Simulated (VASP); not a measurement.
# BaTaH5 (P4/mmm) in VASP: notebook

BaTaH5 is run at these levels: PBE; tasks: relaxation of cell and atoms, single point.

Everything below comes from runs of VASP 6.6.1. Logs are shortened: lines on timing, memory, paths and dates and some standing lists are left out, and cuts for length are marked.

## Step 1: The cell of the first run

Symmetry: P4/mmm, No. 123, tetragonal system. The conventional cell has a = 3.818 Å, b = 3.818 Å, c = 6.186 Å, α = 90.00°, β = 90.00°, γ = 90.00°. Within 3.5 Å of Ba (site symmetry 4/mmm) lie 12 H at 2.69 to 2.70 Å and 2 Ta at 3.09 Å. Ta (site symmetry 4/mmm) has 8 H at 2.26 Å within 3.0 Å. Within 3.5 Å of H (site symmetry 4/mmm) lie 8 H at 2.69 Å and 4 Ba at 2.70 Å. Within 3.0 Å of H (site symmetry 2mm) lie 2 Ta at 2.26 Å and 7 H at 2.40 to 2.70 Å and 2 Ba at 2.69 Å.

## Step 2: Relaxation of cell and atoms, PBE

INCAR reads:

```
PREC     = Accurate       # precision mode
ENCUT    = 500            # plane-wave cutoff, eV
EDIFF    = 1E-7           # SCF threshold, eV
ISMEAR   = 0              # smearing method
SIGMA    = 0.1            # smearing width, eV
LREAL    = False          # projectors in reciprocal space
LASPH    = True           # aspherical terms in the spheres
NELM     = 120            # most SCF steps
ALGO     = Normal         # electronic algorithm
ISIF     = 3              # what is computed and relaxed
LWAVE    = False          # write WAVECAR
LCHARG   = False          # write CHGCAR
GGA      = PE             # functional
IBRION   = 2              # ionic algorithm
NSW      = 90             # ionic steps
EDIFFG   = -0.04          # ionic threshold
GGA_COMPAT= False        
NELMIN   = 4
```

KPOINTS reads:

```
Automatic mesh
0
Gamma
  4 4 4
```

POSCAR reads:

```
BaTaH5
1.0
    3.8183043400      0.0000000000      0.0000000000
    0.0000000000      3.8183043400      0.0000000000
    0.0000000000      0.0000000000      6.1861245400
Ba Ta H
1 1 5
Direct
    0.0000000000      0.0000000000      0.0000000000
    0.0000000000      0.0000000000      0.5000000000
    0.5000000000      0.5000000000      0.0000000000
    0.5000000000      0.0000000000      0.6943422600
    0.0000000000      0.5000000000      0.6943422600
    0.5000000000      0.0000000000      0.3056577400
    0.0000000000      0.5000000000      0.3056577400
```

Potentials or basis: VASP PAW PBE potentials, release 64 (Ba_sv, Ta_sv_GW, H).

Run with:

```console
> cat potpaw_PBE.64/Ba_sv/POTCAR potpaw_PBE.64/Ta_sv_GW/POTCAR potpaw_PBE.64/H/POTCAR > POTCAR
> mpirun -np 1 vasp_std > vasp.out
```

OUTCAR:

```text
PREC = Accurate
   ENCUT = 500
   EDIFF = 1E-7
   ISMEAR = 0
   LREAL = False
   LASPH = True
   NELM = 120
   ISIF = 3
   GGA = PE
   IBRION = 2
   NSW = 90
   EDIFFG = -0.04
   NELMIN = 4

 ion  position               nearest neighbor table
   1  0.000  0.000  0.000-   4 2.69   5 2.69   6 2.69   7 2.69   5 2.69   7 2.69   4 2.69   6 2.69
                             3 2.70   3 2.70   3 2.70   3 2.70   2 3.09   2 3.09
   2  0.000  0.000  0.500-   1 3.09   1 3.09
   3  0.500  0.500  0.000-   1 2.70   1 2.70   1 2.70   1 2.70
   4  0.500  0.000  0.694-   1 2.69   1 2.69
   5  0.000  0.500  0.694-   1 2.69   1 2.69
   6  0.500  0.000  0.306-   1 2.69   1 2.69
   7  0.000  0.500  0.306-   1 2.69   1 2.69

  LATTYP: Found a simple tetragonal cell.
 ALAT       =     3.8183043400
 C/A-ratio  =     1.6201234865

  Lattice vectors:

 A1 = (   3.8183043400,   0.0000000000,   0.0000000000)
 A2 = (   0.0000000000,   3.8183043400,   0.0000000000)
 A3 = (   0.0000000000,   0.0000000000,   6.1861245400)

Analysis of symmetry for initial positions (statically):
=====================================================================
 Subroutine PRICEL returns:
 Original cell was already a primitive cell.

 Routine SETGRP: Setting up the symmetry group for a
 simple tetragonal supercell.

 Subroutine GETGRP returns: Found 16 space group operations
 (whereof 16 operations were pure point group operations)
 out of a pool of 16 trial point group operations.

The static configuration has the point symmetry D_4h.

Analysis of symmetry for dynamics (positions and initial velocities):
=====================================================================
 Subroutine PRICEL returns:
 Original cell was already a primitive cell.

 Routine SETGRP: Setting up the symmetry group for a
 simple tetragonal supercell.

 Subroutine GETGRP returns: Found 16 space group operations
 (whereof 16 operations were pure point group operations)
 out of a pool of 16 trial point group operations.

The dynamic configuration has the point symmetry D_4h.

 Subroutine INISYM returns: Found 16 space group operations
 (whereof 16 operations are pure point group operations),
 and found     1 'primitive' translations

----------------------------------------------------------------------------------------

                                     Primitive cell

  volume of cell :      90.1903

  direct lattice vectors                    reciprocal lattice vectors
     3.818304340  0.000000000  0.000000000     0.261896358  0.000000000  0.000000000
     0.000000000  3.818304340  0.000000000     0.000000000  0.261896358  0.000000000
     0.000000000  0.000000000  6.186124540     0.000000000  0.000000000  0.161652096

  length of vectors
     3.818304340  3.818304340  6.186124540     0.261896358  0.261896358  0.161652096

  position of ions in fractional coordinates (direct lattice)
     0.000000000  0.000000000  0.000000000
     0.000000000  0.000000000  0.500000000
     0.500000000  0.500000000  0.000000000
     0.500000000  0.000000000  0.694342260
     0.000000000  0.500000000  0.694342260
     0.500000000  0.000000000  0.305657740
     0.000000000  0.500000000  0.305657740

  ion indices of the primitive-cell ions
   primitive index   ion index
                 1           1
                 2           2
                 3           3
                 4           4
                 5           5
                 6           6
                 7           7

----------------------------------------------------------------------------------------

 KPOINTS: Automatic mesh

Automatic generation of k-mesh.
 Grid dimensions read from file:
 generate k-points for:    4    4    4

 Generating k-lattice:

  Cartesian coordinates                     Fractional coordinates (reciprocal lattice)
     0.065474089  0.000000000  0.000000000     0.250000000  0.000000000  0.000000000
     0.000000000  0.065474089  0.000000000     0.000000000  0.250000000  0.000000000
     0.000000000  0.000000000  0.040413024     0.000000000  0.000000000  0.250000000

  Length of vectors
     0.065474089  0.065474089  0.040413024

  Shift w.r.t. Gamma in fractional coordinates (k-lattice)
     0.000000000  0.000000000  0.000000000

 Subroutine IBZKPT returns following result:
 ===========================================

 Found     18 irreducible k-points:

 Following reciprocal coordinates:
            Coordinates               Weight
  0.000000  0.000000  0.000000      1.000000
  0.250000  0.000000  0.000000      4.000000
  0.500000  0.000000  0.000000      2.000000
  0.250000  0.250000  0.000000      4.000000
  0.500000  0.250000  0.000000      4.000000
  0.500000  0.500000  0.000000      1.000000
[... 10 lines left out ...]
  0.500000  0.250000  0.500000      4.000000
  0.500000  0.500000  0.500000      1.000000
   k-points           NKPTS =     18   k-points in BZ     NKDIM =     18   number of bands    NBANDS=     18
   number of dos      NEDOS =    301   number of ions     NIONS =      7
   total plane-waves  NPLWV =  37632
   dimension x,y,z NGX =    28 NGY =   28 NGZ =   48
   dimension x,y,z NGXF=    56 NGYF=   56 NGZF=   96
   ions per type =               1   1   5
   NGX,Y,Z   is equivalent  to a cutoff of  12.19, 12.19, 12.90 a.u.
   NGXF,Y,Z  is equivalent  to a cutoff of  24.38, 24.38, 25.80 a.u.
 SYSTEM =  unknown system
   PREC   = accura    normal or accurate (medium, high low for compatibility)
   ISTART =      0    job   : 0-new  1-cont  2-samecut
   ICHARG =      2    charge: 1-file 2-atom 10-const
   ISPIN  =      1    spin polarized calculation?
   LNONCOLLINEAR =      F non collinear calculations
   LSORBIT =      F    spin-orbit coupling
   LASPH  =      T    aspherical Exc in radial PAW
   ENCUT  =  500.0 eV  36.75 Ry    6.06 a.u.   6.96  6.96 11.28*2*pi/ulx,y,z
   NELM   =    120;   NELMIN=  4; NELMDL= -5     # of ELM steps
   EDIFF  = 0.1E-06   stopping-criterion for ELM
   LREAL  =      F    real-space projection
   EDIFFG = -.4E-01   stopping-criterion for IOM
   NSW    =     90    number of steps for IOM
   IBRION =      2    ionic relax: 0-MD 1-quasi-New 2-CG
   NFREE  =      1    steps in history (QN), initial steepest desc. (CG)
   ISIF   =      3    stress and relaxation
   ISYM   =      2    0-nonsym 1-usesym 2-fastsym
   POTIM  = 0.5000    time-step for ionic-motion
   TEBEG  =    0.0;   TEEND  =   0.0 temperature during run
   PSTRESS=    0.0 pullay stress
   NELECT =      28.0000    total number of electrons
   NUPDOWN=      -1.0000    fix difference up-down
   EMIN   =  10.00;   EMAX   =-10.00  energy-range for DOS
   EFERMI =   0.00;   METHOD = LEGACY
   ISMEAR =     0;   SIGMA  =   0.10  broadening in eV -4-tet -1-fermi 0-gaus
   EFERMI_NEDOS =   21; number of points for ismear=-14 and -15
   IALGO  =     38    algorithm
   IMIX   =      4    mixing-type and parameters
     AMIX     =   0.40;   BMIX     =  1.00
     AMIX_MAG =   1.60;   BMIX_MAG =  1.00
  volume/ion in A,a.u.               =      12.88        86.95
  Fermi-wavevector in a.u.,A,eV,Ry     =   1.108513  2.094786 16.718864  1.228802
  Thomas-Fermi vector in A             =   2.245041
   LORBIT       =      0    0 simple, 1 ext, 2 COOP (PROOUT), +10 PAW based schemes
   GGA     = PE    functional components
   LHFCALC =     F    Hartree Fock is set to
   AEXX    =    0.0000 exact exchange contribution
   IVDW    =     0    specifies the selected vdW correction
   LEPSILON=     F    determine dielectric tensor
   LRPA    =     F    only Hartree local field effects (RPA)
 conjugate gradient relaxation of ions
 non-spin polarized calculation
 Gauss-broadening in eV      SIGMA  =   0.10
  energy-cutoff  :      500.00
  volume of cell :       90.19
 maximum number of plane-waves:      2304
 NGX is ok and might be reduce to    28
   NGX = 13   NGY = 13   NGZ = 23

--------------------------------------- Ionic step        1  -------------------------------------------

 number of electron      27.9999992 magnetization

 Free energy of the ion-electron system (eV)
  ---------------------------------------------------
  ext. energy  EPLUGINS =         0.00000000
  ---------------------------------------------------
  free energy    TOTEN  =       -30.89981474 eV

  energy without entropy =      -30.88525479  energy(sigma->0) =      -30.89253476

 E-fermi :   2.4486     XC(G=0):  -9.4155

 val. band max:        2.4324248890   @ k =   0.0000   0.0000   0.0000
 cond. band min:       2.4757926562   @ k =   0.2500   0.0000   0.2500
 fundamental gap:      0.0433677672
 Fermi energy:         2.4485807709

 k-point     1 :       0.0000    0.0000    0.0000
  band No.  band energies     occupation
      1     -66.9182      2.00000
      2     -33.2755      2.00000
      3     -33.2755      2.00000
      4     -33.1017      2.00000
      5     -24.2754      2.00000
      6     -10.0128      2.00000
[... 10 lines left out ...]
     17       3.7284      0.00000
     18       4.2355      0.00000
[... 471 lines left out ...]
  FREE ENERGIE OF THE ION-ELECTRON SYSTEM (eV)
  ---------------------------------------------------
  free  energy   TOTEN  =       -32.7731586586 eV

  energy  without entropy=      -32.7646425653  energy(sigma->0) =      -32.76890061

 E-fermi :   3.9771     XC(G=0): -10.1434

 val. band max:        3.7946877845   @ k =   0.0000   0.0000   0.2500
 cond. band min:       3.9990669800   @ k =   0.5000   0.2500   0.2500
 fundamental gap:      0.2043791955
 Fermi energy:         3.9770597370

 k-point     1 :       0.0000    0.0000    0.0000
  band No.  band energies     occupation
      1     -64.6346      2.00000
      2     -30.9535      2.00000
      3     -30.9494      2.00000
      4     -30.9494      2.00000
      5     -23.6434      2.00000
      6      -9.1364      2.00000
[... 10 lines left out ...]
     17       4.9555      0.00000
     18       6.6561      0.00000
[... 340 lines left out ...]
      2     -31.1193      2.00000
      3     -31.1193      2.00000
      4     -30.9047      2.00000
      5     -22.9210      2.00000
      6      -9.7007      2.00000
[... 10 lines left out ...]
     17       7.4265      0.00000
     18       7.6871      0.00000

[... ionic steps 4 to 7 ...]

--------------------------------------- Ionic step        8  -------------------------------------------

 number of electron      27.9999990 magnetization

------------------------ aborting loop because EDIFF is reached ----------------------------------------

  FORCE on cell =-STRESS in cart. coord.  units (eV):
  Direction    XX          YY          ZZ          XY          YZ          ZX
  --------------------------------------------------------------------------------------
  -------------------------------------------------------------------------------------
  Total        0.2588366      0.2588366     -0.7160621      0.0000000      0.0000000      0.0000000
  in kB        5.2428504      5.2428504    -14.5041571      0.0000000      0.0000000      0.0000000
  external PRESSURE =      -1.3394854 kB  Pullay stress =       0.0000000 kB
[... 67 lines left out ...]
  energy  without entropy=      -33.0193110721  energy(sigma->0) =      -33.02516511

--------------------------------------- Ionic step       10  -------------------------------------------

 number of electron      28.0000000 magnetization

 Free energy of the ion-electron system (eV)
  ---------------------------------------------------
  ext. energy  EPLUGINS =         0.00000000
  ---------------------------------------------------
  free energy    TOTEN  =       -33.03410961 eV

  energy without entropy =      -33.02331063  energy(sigma->0) =      -33.02871012

 E-fermi :   3.7018     XC(G=0):  -9.8570

 val. band max:        3.6518260812   @ k =   0.0000   0.0000   0.2500
 cond. band min:       3.7034252147   @ k =   0.5000   0.2500   0.2500
 fundamental gap:      0.0515991334
 Fermi energy:         3.7017941256

 k-point     1 :       0.0000    0.0000    0.0000
  band No.  band energies     occupation
      1     -64.8689      2.00000
      2     -31.2145      2.00000
      3     -31.2145      2.00000
      4     -31.1686      2.00000
      5     -24.2106      2.00000
      6      -9.5580      2.00000
[... 10 lines left out ...]
     17       4.6725      0.00000
     18       6.2535      0.00000
[... 389 lines left out ...]
  FREE ENERGIE OF THE ION-ELECTRON SYSTEM (eV)
  ---------------------------------------------------
  free  energy   TOTEN  =       -33.0341096135 eV

  energy  without entropy=      -33.0233106336  energy(sigma->0) =      -33.02871012

 reached required accuracy - stopping structural energy minimisation
```

It took 3.7 min on 1 thread of Intel Xeon Platinum 8488C (Sapphire Rapids), shared host; peak memory 0.23 GiB.

Results:

| Quantity | Value |
| --- | --- |
| Free energy | -33.0341 eV |
| Relaxed volume | 11.42 Å³/atom |
| Relaxed cell | a = 3.395 Å, b = 3.395 Å, c = 6.936 Å, α = 90.00°, β = 90.00°, γ = 90.00° |
| Space group after relaxing (to 0.05 Å) | P4/mmm (No. 123) |
| Energy gained by relaxing | 304.9 meV/atom |
| Ionic steps | 10 |
| Pressure after relaxing | -0.2 GPa |
| Largest force after relaxing | 0.008 eV/Å |
| Band gap on the k mesh | zero (band 14 reaches 4.22 eV, above the bottom of band 15 at 3.05 eV) |

Forces on the atoms (eV/Å):
```
Ba   0.000  0.000  0.000
Ta   0.000  0.000  0.000
H    0.000  0.000  0.000
H    0.000  0.000  0.008
H    0.000  0.000  0.008
H    0.000  0.000 -0.008
H    0.000  0.000 -0.008
```

Step by step:
```tsv
step	energy change (eV)	largest force (eV/Å)	pressure (GPa)	volume (Å³)
1	0.0000	1.1433	-8.65	90.19
2	-1.3621	0.9248	-4.35	81.16
3	-1.8733	0.5879	2.18	74.43
4	-1.8962	0.4171	5.83	71.88
5	-1.9013	0.4568	4.96	72.44
6	-2.0420	0.3714	1.84	75.62
7	-2.0890	0.2976	-0.91	79.24
8	-2.1204	0.1453	-0.13	79.10
9	-2.1312	0.0201	0.73	78.95
10	-2.1343	0.0075	-0.22	79.96
```

Final structure:
```yaml
crystal:
  lattice:
    - [3.39532, 0.00000, 0.00000]
    - [0.00000, 3.39532, 0.00000]
    - [0.00000, 0.00000, 6.93635]
  atoms:
    - { symbol: Ba, position: [0.00000, 0.00000, 0.00000] }
    - { symbol: Ta, position: [0.00000, 0.00000, 0.50000] }
    - { symbol: H, position: [0.50000, 0.50000, 0.00000] }
    - { symbol: H, position: [0.50000, 0.00000, 0.65705] }
    - { symbol: H, position: [0.00000, 0.50000, 0.65705] }
    - { symbol: H, position: [0.50000, 0.00000, 0.34295] }
    - { symbol: H, position: [0.00000, 0.50000, 0.34295] }
```

Levels at points of the mesh, in eV from the Fermi level:
```
           k point  band 10  band 11  band 12  band 13  band 14  band 15  band 16  band 17  band 18
(0.00, 0.00, 0.00)    -4.91    -4.04    -3.98    -1.22     0.52     0.78     0.97     0.97     2.55
(0.50, 0.00, 0.00)    -5.16    -4.34    -1.98    -0.79    -0.75     1.02     1.30     1.35     1.88
(0.50, 0.50, 0.00)    -4.60    -4.60    -3.41    -3.41    -1.67    -0.65     3.02     3.02     3.18
(0.00, 0.00, 0.50)    -5.26    -4.89    -3.55    -0.30    -0.28     1.11     1.11     2.00     2.55
(0.50, 0.00, 0.50)    -4.79    -4.72    -2.78    -0.81     0.20     1.03     1.40     1.50     1.86
(0.50, 0.50, 0.50)    -4.31    -4.31    -3.76    -3.76    -1.77     0.54     3.02     3.18     3.20
```

Caveat: the k points lie up to 0.46 Å⁻¹ apart in the final cell; spin-orbit coupling is left out, which moves the levels of the heavy elements.

(Part 1 of 2 ends here.)
